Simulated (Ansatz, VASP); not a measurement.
# SnO in VASP and in Ansatz

The input INCAR:

```
SYSTEM = SnO
PREC = Accurate
ENCUT = 520
EDIFF = 1E-6
ISMEAR = 0
SIGMA = 0.15
LREAL = .False.
LASPH = .True.
NELM = 100
ALGO = Normal
ISIF = 2
LWAVE = .False.
LCHARG = .False.
GGA = CA
NBANDS = 28
```

Contents of KPOINTS:

```
regular mesh
0
Gamma
  12 12 10
  0 0 0
```

Contents of POSCAR:

```
SnO
1.0
    3.6415914150      0.0000000000      0.0000000000
    0.0000000000      3.6415914150      0.0000000000
    0.0000000000      0.0000000000      4.7817736871
Sn O
2 2
Direct
    0.0000000000      0.5000000000      0.2457459271
    0.5000000000      0.0000000000      0.7542540729
    0.0000000000      0.0000000000      0.0000000000
    0.5000000000      0.5000000000      0.0000000000
```

Input for Ansatz:

```yaml
crystal:
  lattice:
    - [3.641591415, 0.0, 0.0]
    - [0.0, 3.641591415, 0.0]
    - [0.0, 0.0, 4.7817736871]
  atoms:
    - { symbol: Sn, position: [0.0, 0.5, 0.2457459271] }
    - { symbol: Sn, position: [0.5, 0.0, 0.7542540729] }
    - { symbol: O, position: [0.0, 0.0, 0.0] }
    - { symbol: O, position: [0.5, 0.5, 0.0] }
basis:
  ecutwfc: 520.0
kpoints:
  mp_grid: { grid: [12, 12, 10] }
hamiltonian:
  xc: lda
scf:
  occupations: { method: gaussian, width: 0.15 }
output:
  forces: true
  stress: true
  eigenvalues: true
```

Alike in both runs: task single point; functional LDA; k mesh 12 × 12 × 10; occupations gaussian, width 0.15 eV; no spin polarisation.

```csv
,VASP,Ansatz
version,VASP 6.6.1,Ansatz 0.2.0
potentials or method,"VASP PAW LDA potentials, release 64 (Sn_d, O), cutoff 520 eV","scalar-relativistic, plane waves, PAW"
valence electrons in the cell,40,40
```

|  | VASP | Ansatz | Ansatz less VASP |
| --- | --- | --- | --- |
| gap on the k mesh at the Fermi level (eV) | none | none | - |
| pressure (GPa) | 6.2 | 5.7 | -0.50 |
| traceless stress, the component that is largest in VASP (GPa) | -4.29 | -4.33 | -0.039 |
| rms of the force components (eV/Å) | 0.203 | 0.144 | -0.0582 |

LDA's correlation is that of Perdew and Zunger in VASP and of Perdew and Wang (1992) in Ansatz. Atom by atom the forces differ by 0.058 eV/Å (rms over components). A gap of «none» marks a metal or a gap that the smearing closes.
